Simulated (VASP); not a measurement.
Write the native input for VASP 6.6.1 that does the following.

- Task: single point
- Functional: PBE
- Potentials or basis: VASP PAW PBE potentials, release 64 (Mg, B)
- Cutoff: 520 eV
- k mesh: 10 × 10 × 8
- Occupations: gaussian, width 0.1 eV
- Spin: no spin polarisation
- Dipole correction: no
- Further INCAR settings: ALGO = Normal; EDIFF = 1e-06; NBANDS = 11

The structure of MgB2 lies in POSCAR:

```
MgB2
1.0
    3.0573303481      0.0000000000      0.0000000000
   -1.5286651740      2.6477253818      0.0000000000
    0.0000000000      0.0000000000      3.4914018853
Mg B
1 2
Direct
    0.0000000000      0.0000000000      0.0000000000
    0.3333333333      0.6666666667      0.5000000000
    0.6666666667      0.3333333333      0.5000000000
```

These files were run (other wordings do the same):

INCAR

```
PREC = Accurate
ENCUT = 520
EDIFF = 1E-6
ISMEAR = 0
SIGMA = 0.1
LREAL = False
LASPH = True
NELM = 60
ALGO = Normal
ISIF = 2
LWAVE = False
LCHARG = True
GGA = PE
LELF = True
LVHAR = True
NBANDS = 11
```

KPOINTS

```
regular mesh
0
Gamma
  10 10 8
```

Potentials or basis: VASP PAW PBE potentials, release 64 (Mg, B).

The run is started by

```console
$ cat potpaw_PBE.64/Mg/POTCAR potpaw_PBE.64/B/POTCAR > POTCAR
$ mpirun -np 1 vasp_std > vasp.out
```

It gave:

| Item | Value |
| --- | --- |
| Pressure | 3.1 GPa |
| Band gap on the k mesh | zero (band 4 reaches 6.59 eV, above the bottom of band 5 at 4.09 eV) |

It took 12 s on 1 thread of AMD EPYC 9R45 96-Core Processor (Zen 5), with other jobs on the host, peak memory 0.12 GiB.
